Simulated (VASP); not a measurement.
Write the native input for VASP 6.6.1 that does the following.

| Item | Value |
| --- | --- |
| Task | single point |
| Functional | PBEsol |
| Potentials or basis | VASP PAW PBE potentials, release 64 (Al, N) |
| Cutoff | 520 eV |
| k mesh | 9 × 9 × 6 |
| Occupations | gaussian, width 0.05 eV |
| Spin | no spin polarisation |
| Dipole correction | no |
| Further INCAR settings | ALGO = Normal; EDIFF = 1e-06; NBANDS = 16 |

The structure of AlN lies in POSCAR:

```
AlN
1.0
    3.2421000000      0.0000000000      0.0000000000
   -1.6210500000      2.8077409616      0.0000000000
    0.0000000000      0.0000000000      4.3483000000
Al N
2 2
Direct
    0.3333333333      0.6666666667      0.7500000000
    0.6666666667      0.3333333333      0.2500000000
    0.3333333333      0.6666666667      0.2500000000
    0.6666666667      0.3333333333      0.7500000000
```

The input as run:

INCAR

```
SYSTEM = AlN
PREC = Accurate
ENCUT = 520
EDIFF = 1E-6
ISMEAR = 0
SIGMA = 0.05
LREAL = .FALSE.
LASPH = .TRUE.
NELM = 60
ALGO = Normal
ISIF = 2
LWAVE = .FALSE.
LCHARG = .FALSE.
GGA = PS
NBANDS = 16
```

KPOINTS

```
regular mesh
0
G
  9 9 6
  0 0 0
```

Potentials or basis: VASP PAW PBE potentials, release 64 (Al, N).

Run with:

```sh
$ cat potpaw_PBE.64/Al/POTCAR potpaw_PBE.64/N/POTCAR > POTCAR
$ mpirun -np 1 vasp_std > vasp.out
```

It gave:

| Quantity | Value |
| --- | --- |
| Pressure | 0.4 GPa |
| Band gap on the k mesh | 3.09 eV, direct |

Caveat: the PAW data sets were made with another functional, which shifts forces and pressure a little.

It took 18 s on 1 thread of Intel Xeon 6975P-C (shared host), peak memory 0.16 GiB.
